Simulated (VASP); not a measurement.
# Si (Fmmm) in VASP: a series of runs, part 2 of 3

VASP 6.6.1. Earlier steps stand in the parts before.

## 3. Single point, PBE

This run uses another cell than the first one, of 28.47 Å³/atom.

INCAR reads:

```
SYSTEM = Si
  PREC = Accurate
  ENCUT = 520
  EDIFF = 1E-6
  ISMEAR = 0
  SIGMA = 0.05
  LREAL = .False.
  LASPH = .True.
  NELM = 80
  ALGO = Normal
  ISIF = 2
  LWAVE = .False.
  LCHARG = .False.
  GGA = PE
  NBANDS = 16
```

KPOINTS reads:

```
regular mesh
0
Gamma
  10 10 10
  0 0 0
```

POSCAR reads:

```
Si
1.0
   -4.0816115246      4.0816115246      1.9304179815
    4.0816115246     -4.0816115246      1.9304179815
    3.6132298743      3.6132298743     -1.9304179815
Si
4
Direct
    0.1786105079      0.1786105079      0.3572210158
    0.8213894921      0.8213894921      0.6427789842
    0.1786105079      0.8213894921      0.0000000000
    0.8213894921      0.1786105079      0.0000000000
```

Potentials or basis: VASP PAW PBE potentials, release 64 (Si).

Started as:

```console
$ cat potpaw_PBE.64/Si/POTCAR > POTCAR
$ mpirun -np 1 vasp_std > vasp.out
```

OUTCAR:

```text
SYSTEM = Si
   PREC = Accurate
   ENCUT = 520
   EDIFF = 1E-6
   ISMEAR = 0
   LREAL = .False.
   LASPH = .True.
   NELM = 80
   ISIF = 2
   GGA = PE

 ion  position               nearest neighbor table
   1  0.179  0.179  0.357-   2 2.42   2 2.42   3 2.75   4 2.75
   2  0.821  0.821  0.643-   1 2.42   1 2.42   4 2.75   3 2.75
   3  0.179  0.821  0.000-   4 2.54   4 2.54   2 2.75   1 2.75
   4  0.821  0.179  0.000-   3 2.54   3 2.54   2 2.75   1 2.75

  LATTYP: Found a face centered orthorhombic cell.
 ALAT       =     3.8608359630
 B/A-ratio  =     2.6470322703
 C/A-ratio  =     2.9901660831

  Lattice vectors:

 A1 = (  -0.4683816503,   7.6948413989,  -0.0000000000)
 A2 = (  -4.0816115246,   4.0816115246,   1.9304179815)
 A3 = (   3.6132298743,   3.6132298743,   1.9304179815)

Analysis of symmetry for initial positions (statically):
=====================================================================
 Subroutine PRICEL returns:
 Original cell was already a primitive cell.

 Routine SETGRP: Setting up the symmetry group for a
 face centered orthorhombic supercell.

 Subroutine GETGRP returns: Found  8 space group operations
 (whereof  8 operations were pure point group operations)
 out of a pool of  8 trial point group operations.

The static configuration has the point symmetry D_2h.

Analysis of symmetry for dynamics (positions and initial velocities):
=====================================================================
 Subroutine PRICEL returns:
 Original cell was already a primitive cell.

 Routine SETGRP: Setting up the symmetry group for a
 face centered orthorhombic supercell.

 Subroutine GETGRP returns: Found  8 space group operations
 (whereof  8 operations were pure point group operations)
 out of a pool of  8 trial point group operations.

The dynamic configuration has the point symmetry D_2h.

 Subroutine INISYM returns: Found  8 space group operations
 (whereof  8 operations are pure point group operations),
 and found     1 'primitive' translations

----------------------------------------------------------------------------------------

                                     Primitive cell

  volume of cell :     113.8777

  direct lattice vectors                    reciprocal lattice vectors
    -4.081611525  4.081611525  1.930417981     0.007939856  0.130440490  0.259011263
     4.081611525 -4.081611525  1.930417981     0.130440490  0.007939856  0.259011263
     3.613229874  3.613229874 -1.930417981     0.138380346  0.138380346  0.000000000

  length of vectors
     6.086511222  6.086511222  5.462359731     0.290111353  0.290111353  0.195699362

  position of ions in fractional coordinates (direct lattice)
     0.178610508  0.178610508  0.357221016
     0.821389492  0.821389492  0.642778984
     0.178610508  0.821389492  0.000000000
     0.821389492  0.178610508  0.000000000

  ion indices of the primitive-cell ions
   primitive index   ion index
                 1           1
                 2           2
                 3           3
                 4           4

----------------------------------------------------------------------------------------

 KPOINTS: regular mesh

Automatic generation of k-mesh.
 Grid dimensions read from file:
 generate k-points for:   10   10   10

 Generating k-lattice:

  Cartesian coordinates                     Fractional coordinates (reciprocal lattice)
     0.000793986  0.013044049  0.025901126     0.100000000  0.000000000 -0.000000000
     0.013044049  0.000793986  0.025901126     0.000000000  0.100000000 -0.000000000
     0.013838035  0.013838035  0.000000000     0.000000000  0.000000000  0.100000000

  Length of vectors
     0.029011135  0.029011135  0.019569936

  Shift w.r.t. Gamma in fractional coordinates (k-lattice)
     0.000000000  0.000000000  0.000000000

 Subroutine IBZKPT returns following result:
 ===========================================

 Found    171 irreducible k-points:

 Following reciprocal coordinates:
            Coordinates               Weight
  0.000000  0.000000  0.000000      1.000000
  0.100000  0.000000 -0.000000      8.000000
  0.200000  0.000000 -0.000000      8.000000
  0.300000 -0.000000 -0.000000      8.000000
  0.400000  0.000000 -0.000000      8.000000
  0.500000 -0.000000 -0.000000      4.000000
[... 16 lines left out ...]
  0.300000  0.300000 -0.000000      4.000000
  0.400000  0.300000 -0.000000      8.000000
 [... further k-points ...]
   k-points           NKPTS =    171   k-points in BZ     NKDIM =    171   number of bands    NBANDS=     16
   number of dos      NEDOS =    301   number of ions     NIONS =      4
   total plane-waves  NPLWV =  96768
   dimension x,y,z NGX =    48 NGY =   48 NGZ =   42
   dimension x,y,z NGXF=    96 NGYF=   96 NGZF=   84
   ions per type =               4
   NGX,Y,Z   is equivalent  to a cutoff of  13.11, 13.11, 12.78 a.u.
   NGXF,Y,Z  is equivalent  to a cutoff of  26.22, 26.22, 25.57 a.u.
 SYSTEM =  Si
   PREC   = accura    normal or accurate (medium, high low for compatibility)
   ISTART =      0    job   : 0-new  1-cont  2-samecut
   ICHARG =      2    charge: 1-file 2-atom 10-const
   ISPIN  =      1    spin polarized calculation?
   LNONCOLLINEAR =      F non collinear calculations
   LSORBIT =      F    spin-orbit coupling
   LASPH  =      T    aspherical Exc in radial PAW
   ENCUT  =  520.0 eV  38.22 Ry    6.18 a.u.  11.32 11.32 10.16*2*pi/ulx,y,z
   NELM   =     80;   NELMIN=  2; NELMDL= -5     # of ELM steps
   EDIFF  = 0.1E-05   stopping-criterion for ELM
   LREAL  =      F    real-space projection
   EDIFFG = 0.1E-04   stopping-criterion for IOM
   NSW    =      0    number of steps for IOM
   IBRION =     -1    ionic relax: 0-MD 1-quasi-New 2-CG
   NFREE  =      0    steps in history (QN), initial steepest desc. (CG)
   ISIF   =      2    stress and relaxation
   ISYM   =      2    0-nonsym 1-usesym 2-fastsym
   POTIM  = 0.5000    time-step for ionic-motion
   TEBEG  =    0.0;   TEEND  =   0.0 temperature during run
   PSTRESS=    0.0 pullay stress
   NELECT =      16.0000    total number of electrons
   NUPDOWN=      -1.0000    fix difference up-down
   EMIN   =  10.00;   EMAX   =-10.00  energy-range for DOS
   EFERMI =   0.00;   METHOD = LEGACY
   ISMEAR =     0;   SIGMA  =   0.05  broadening in eV -4-tet -1-fermi 0-gaus
   EFERMI_NEDOS =   21; number of points for ismear=-14 and -15
   IALGO  =     38    algorithm
   IMIX   =      4    mixing-type and parameters
     AMIX     =   0.40;   BMIX     =  1.00
     AMIX_MAG =   1.60;   BMIX_MAG =  1.00
  volume/ion in A,a.u.               =      28.47       192.12
  Fermi-wavevector in a.u.,A,eV,Ry     =   0.851077  1.608301  9.855126  0.724331
  Thomas-Fermi vector in A             =   1.967153
   LORBIT       =      0    0 simple, 1 ext, 2 COOP (PROOUT), +10 PAW based schemes
   GGA     = PE    functional components
   LHFCALC =     F    Hartree Fock is set to
   AEXX    =    0.0000 exact exchange contribution
   IVDW    =     0    specifies the selected vdW correction
   LEPSILON=     F    determine dielectric tensor
   LRPA    =     F    only Hartree local field effects (RPA)
 non-spin polarized calculation
 Gauss-broadening in eV      SIGMA  =   0.05
  energy-cutoff  :      520.00
  volume of cell :      113.88
 maximum number of plane-waves:      3084
 NGX is ok and might be reduce to    48
   NGX = 23   NGY = 23   NGZ = 21

 number of electron      15.9999999 magnetization

 Free energy of the ion-electron system (eV)
  ---------------------------------------------------
  ext. energy  EPLUGINS =         0.00000000
  ---------------------------------------------------
  free energy    TOTEN  =       -19.39506293 eV

  energy without entropy =      -19.39451929  energy(sigma->0) =      -19.39479111

 E-fermi :   2.9716     XC(G=0):  -8.0095

 val. band max:        2.9690768502   @ k =  -0.4000   0.4000   0.4000
 cond. band min:       2.9773284265   @ k =  -0.4000   0.5000   0.4000
 fundamental gap:      0.0082515763
 Fermi energy:         2.9716379415

 k-point     1 :       0.0000    0.0000    0.0000
  band No.  band energies     occupation
      1      -7.4019      2.00000
      2      -5.0440      2.00000
      3      -2.4752      2.00000
      4      -1.6215      2.00000
      5       0.1825      2.00000
      6       2.0339      2.00000
[... 8 lines left out ...]
     15       9.2966      0.00000
     16       9.7987      0.00000
[... 420 lines left out ...]
  band No.  band energies     occupation
      1      -6.1297      2.00000
      2      -5.2701      2.00000
      3      -3.2029      2.00000
      4      -1.6092      2.00000
      5      -0.1521      2.00000
      6       0.8894      2.00000
[... 8 lines left out ...]
     15       8.7322      0.00000
     16       9.3219      0.00000

 [... further k-points ...]
[... 5 lines left out ...]
  --------------------------------------------------------------------------------------
  -------------------------------------------------------------------------------------
  Total      -10.4543129    -10.4543129     -2.2034563      3.1879430      0.0000000      0.0000000
  in kB     -147.0846906   -147.0846906    -31.0010504     44.8520730      0.0000000      0.0000000
  external PRESSURE =    -108.3901439 kB  Pullay stress =       0.0000000 kB

 VOLUME and BASIS-vectors are now :
 -----------------------------------------------------------------------------
  energy-cutoff  :      520.00
  volume of cell :      113.88
      direct lattice vectors                 reciprocal lattice vectors
    -4.081611525  4.081611525  1.930417981     0.007939856  0.130440490  0.259011263
     4.081611525 -4.081611525  1.930417981     0.130440490  0.007939856  0.259011263
     3.613229874  3.613229874 -1.930417981     0.138380346  0.138380346  0.000000000

 POSITION                                       TOTAL-FORCE (eV/Angst)
 -----------------------------------------------------------------------------------
      1.29072      1.29072     -0.00000        -0.372278     -0.372278     -0.000000
      2.32251      2.32251      1.93042         0.372278      0.372278      0.000000
      2.62357     -2.62357      1.93042         0.092499     -0.092499      0.000000
     -2.62357      2.62357      1.93042        -0.092499      0.092499      0.000000
 -----------------------------------------------------------------------------------
    total drift:                               -0.000000     -0.000000     -0.000000

  FREE ENERGIE OF THE ION-ELECTRON SYSTEM (eV)
  ---------------------------------------------------
  free  energy   TOTEN  =       -19.3950629317 eV

  energy  without entropy=      -19.3945192860  energy(sigma->0) =      -19.39479111
```

Run time: 5.6 min. Hardware: 1 thread of Intel Xeon Platinum 8259CL at 2.50GHz (Skylake/Cascade Lake), shared host; peak memory 0.43 GiB.

What came out:

| Item | Value |
| --- | --- |
| Free energy | -19.3951 eV |
| Pressure | -10.8 GPa |
| Largest force | 0.526 eV/Å |
| Band gap on the k mesh | zero (bands 8 and 9 overlap by 0.27 eV) |

Forces in eV/Å, atoms in the order of the input:
```
Si  -0.372 -0.372  0.000
Si   0.372  0.372  0.000
Si   0.092 -0.092  0.000
Si  -0.092  0.092  0.000
```

Levels at points of the mesh, in eV from the Fermi level:
| k point | band 4 | band 5 | band 6 | band 7 | band 8 | band 9 | band 10 | band 11 | band 12 | band 13 |
| --- | --- | --- | --- | --- | --- | --- | --- | --- | --- | --- |
| (0.00, 0.00, 0.00) | -4.59 | -2.79 | -0.94 | -0.37 | -0.13 | 0.41 | 0.44 | 2.59 | 2.61 | 3.04 |
| (0.50, 0.00, 0.00) | -5.95 | -3.33 | -2.63 | -1.48 | -1.44 | 0.94 | 0.99 | 2.71 | 2.90 | 3.38 |
| (0.50, 0.50, 0.00) | -4.35 | -2.10 | -1.87 | -0.96 | -0.55 | 1.05 | 1.43 | 2.55 | 3.11 | 4.27 |
| (0.00, 0.00, 0.50) | -5.06 | -2.43 | -1.66 | -1.18 | -0.43 | 1.86 | 2.06 | 2.84 | 3.20 | 4.39 |
| (0.50, 0.50, 0.50) | -3.59 | -1.49 | -0.82 | -0.45 | 0.07 | 0.25 | 1.69 | 1.73 | 3.73 | 4.25 |

Caveat: the stress differs along the axes, from -15 to -3 GPa; semilocal functionals underestimate gaps, and a narrow one can read as zero.

(Continued in part 3 of 3.)

The gap in the log of VASP goes by the Fermi energy; the results here count the filled bands.